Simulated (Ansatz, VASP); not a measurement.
**Two plane-wave programs on Mn**

Contents of INCAR:

```
SYSTEM = Mn
PREC = Accurate
ENCUT = 520
EDIFF = 1E-6
ISMEAR = -1
SIGMA = 0.05
LREAL = .FALSE.
LASPH = .TRUE.
NELM = 80
ALGO = Normal
ISIF = 2
LWAVE = .FALSE.
LCHARG = .FALSE.
GGA = PE
NBANDS = 20
```

Contents of KPOINTS:

```
regular mesh
0
G
  15 15 8
  0 0 0
```

POSCAR

```
Mn
1.0
    2.5792632029      0.0000000000      0.0000000000
   -1.2896316014      2.2337074568      0.0000000000
    0.0000000000      0.0000000000      4.1811987581
Mn
2
Direct
    0.6666666667      0.3333333333      0.7500000000
    0.3333333333      0.6666666667      0.2500000000
```

Input for Ansatz:

```yaml
crystal:
  lattice:
    - [2.5792632029, 0.0, 0.0]
    - [-1.2896316014, 2.2337074568, 0.0]
    - [0.0, 0.0, 4.1811987581]
  atoms:
    - { symbol: Mn, position: [0.6666666667, 0.3333333333, 0.75] }
    - { symbol: Mn, position: [0.3333333333, 0.6666666667, 0.25] }
kpoints:
  mp_grid: { grid: [15, 15, 8] }
scf:
  occupations: { method: fermi_dirac, width: 0.05 }
  lower_state_search: "off"
hamiltonian:
  xc: pbe
  pseudopotentials: { kind: paw }
output:
  forces: true
  stress: true
  eigenvalues: true
  write_density: true
  write_potential: true
  elf: true
  volumetric_format: npy
```

Change from the starting cell: volume scaled by 1.12, no spin polarisation, PAW files.

Alike in both runs: task single point; functional PBE; k mesh 15 × 15 × 8; occupations fermi-dirac, width 0.05 eV; no spin polarisation.

|  | VASP | Ansatz |
| --- | --- | --- |
| version | VASP 6.6.1 | Ansatz 0.2.0 |
| potentials or method | VASP PAW PBE potentials, release 64 (Mn_pv) | PAW with Ansatz's default frozen-core files, scalar-relativistic |
| plane-wave cutoff (eV) | 520 | 420 |
| valence electrons in the cell | 26 | 30 |

|  | VASP | Ansatz | Ansatz less VASP |
| --- | --- | --- | --- |
| pressure (GPa) | -25.4 | -25.5 | -0.07 |
| traceless stress, the component that is largest in VASP (GPa) | -0.29 | -0.21 | +0.082 |

VASP's potentials hold 26 valence electrons a cell and Ansatz's 30, so a difference there can come from the potentials and not from the codes.
